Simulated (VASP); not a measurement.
A run of VASP 6.6.1 is set up as follows.

Contents of INCAR:

```
SYSTEM = SiC
PREC = Accurate
ENCUT = 520
EDIFF = 1E-7
ISMEAR = -1
SIGMA = 0.05
LREAL = .FALSE.
LASPH = .TRUE.
NELM = 60
ALGO = Normal
ISIF = 2
LWAVE = .FALSE.
LCHARG = .FALSE.
GGA = CA
NBANDS = 16
```

Contents of KPOINTS:

```
Automatic mesh
0
G
  10 10 5
  0 0 0
```

The input POSCAR:

```
SiC
1.0
    3.0132068704      0.0000000000      0.0000000000
   -1.5066034352      2.6095136966      0.0000000000
    0.0000000000      0.0000000000      4.9449506768
Si C
2 2
Direct
    0.6666666667      0.3333333333      0.5000000000
    0.3333333333      0.6666666667      0.0000000000
    0.6666666667      0.3333333333      0.8850000000
    0.3333333333      0.6666666667      0.3850000000
```

Potentials or basis: VASP PAW LDA potentials, release 64 (Si, C).

Launch:

```sh
$ cat potpaw_LDA.64/Si/POTCAR potpaw_LDA.64/C/POTCAR > POTCAR
$ mpirun -np 1 vasp_std > vasp.out
```

(1) What does it give for the largest force?

(2) Estimate the band gap on the k mesh.

(3) What does it give for the pressure?

Results:

(1) 0.836 eV/Å.

(2) 2.26 eV, indirect (least direct gap 4.11 eV).

(3) 11.4 GPa.
